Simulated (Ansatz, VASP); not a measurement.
**One calculation of P, two programs**

Contents of POSCAR:

```
P
1.0
    4.2088112845      0.0000000000      0.0000000000
    0.0000000000      4.2088112845      0.0000000000
    0.0000000000      0.0000000000      4.3123300000
P
1
Direct
    0.0000000000      0.0000000000      0.0000000000
```

Contents of INCAR.step1:

```
PREC = Accurate
ENCUT = 520
ISMEAR = 0
SIGMA = 0.15
LREAL = False
LASPH = True
NELM = 60
NBANDS = 8
GGA = PE
ALGO = Normal
EDIFF = 1E-4
LWAVE = True
LCHARG = False
```

INCAR.step2

```
PREC = Accurate
ENCUT = 520
EDIFF = 1E-7
ISMEAR = 0
SIGMA = 0.15
LREAL = False
LASPH = True
NELM = 60
ALGO = Normal
ISIF = 2
LWAVE = False
LCHARG = False
METAGGA = R2SCAN
LMIXTAU = True
NBANDS = 8
ISTART = 1
```

File KPOINTS:

```
regular mesh
0
Gamma
  12 12 12
```

Input for Ansatz:

```yaml
crystal:
  lattice:
    - [4.2088112845, 0.0, 0.0]
    - [0.0, 4.2088112845, 0.0]
    - [0.0, 0.0, 4.31233]
  atoms:
    - { symbol: P, position: [0.0, 0.0, 0.0] }
basis:
  ecutwfc: 500
kpoints:
  mp_grid: { grid: [12, 12, 12] }
hamiltonian:
  xc: r2scan
scf:
  occupations: { method: gaussian, width: 0.15 }
output:
  forces: true
  stress: true
  eigenvalues: true
```

Change from the starting cell: strain -0.015 along x and y, -0.015 along z, atoms carried along.

Alike in both runs: task single point; functional r2SCAN; k mesh 12 × 12 × 12; occupations gaussian, width 0.15 eV; no spin polarisation.

|  | VASP | Ansatz |
| --- | --- | --- |
| version | VASP 6.6.1 | Ansatz 0.2.0 |
| potentials or method | VASP PAW PBE potentials, release 64 (P), cutoff 520 eV | scalar-relativistic, plane waves, PAW |
| valence electrons in the cell | 5 | 5 |

```tsv
	VASP	Ansatz	Ansatz less VASP
gap on the k mesh at the Fermi level (eV)	none	none	-
pressure (GPa)	-4.4	-4.4	+0.01
traceless stress, the component that is largest in VASP (GPa)	0.29	0.29	0.000
```

VASP's potentials were made for PBE, not for r2SCAN. A gap of «none» marks a metal or a gap that the smearing closes. The functional is the same, so the differences come from potentials, cutoffs and numerics.
